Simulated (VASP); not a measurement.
Wanted: the native input for a VASP 6.6.1 run.

```yaml
Task: single point
Functional: PBE
Potentials_or_basis: VASP PAW PBE potentials, release 64 (Sb, Bi_d, O)
Cutoff: 520 eV
k_mesh: 10 × 10 × 4
Occupations: gaussian, width 0.1 eV
Spin: no spin polarisation
Dipole_correction: no
Further_INCAR_settings: ALGO = Normal; EDIFF = 1e-07; NBANDS = 26
```

The structure of BiSb2O2 lies in POSCAR:

```
BiSb2O2
1.0
    4.1666552984      0.0000000000      0.0000000000
    0.0000000000      4.1666552984      0.0000000000
    0.0000000000      0.0000000000      8.9625696519
Sb Bi O
2 1 2
Direct
    0.0000000000      0.0000000000      0.3498885680
    0.0000000000      0.0000000000      0.6501114320
    0.5000000000      0.5000000000      0.0000000000
    0.0000000000      0.5000000000      0.0000000000
    0.5000000000      0.0000000000      0.0000000000
```

The cell was built from a structure type or drawn by symmetry, and may not be a known phase.

The input as run:

INCAR

```
PREC = Accurate
ENCUT = 520
EDIFF = 1E-7
ISMEAR = 0
SIGMA = 0.1
LREAL = False
LASPH = True
NELM = 60
ALGO = Normal
ISIF = 2
LWAVE = False
LCHARG = False
GGA = PE
NBANDS = 26
```

KPOINTS

```
regular mesh
0
Gamma
  10 10 4
```

Potentials or basis: VASP PAW PBE potentials, release 64 (Sb, Bi_d, O).

Run with:

```bash
$ cat potpaw_PBE.64/Sb/POTCAR potpaw_PBE.64/Bi_d/POTCAR potpaw_PBE.64/O/POTCAR > POTCAR
$ mpirun -np 1 vasp_std > vasp.out
```

Results of the run:

* Pressure: 0.1 GPa
* Largest force: 0.028 eV/Å
* Band gap on the k mesh: zero (an odd number of electrons rules out a gap without spin polarisation)

Caveat: spin-orbit coupling is left out, which moves the levels of the heavy elements; an odd number of electrons without spin polarisation forces a metal; a magnetic or distorted state may lie lower.

It took 4.2 min on 1 thread of Intel(R) Xeon(R) Platinum 8259CL CPU @ 2.50GHz (Skylake/Cascade Lake), on a shared host, peak memory 0.42 GiB.
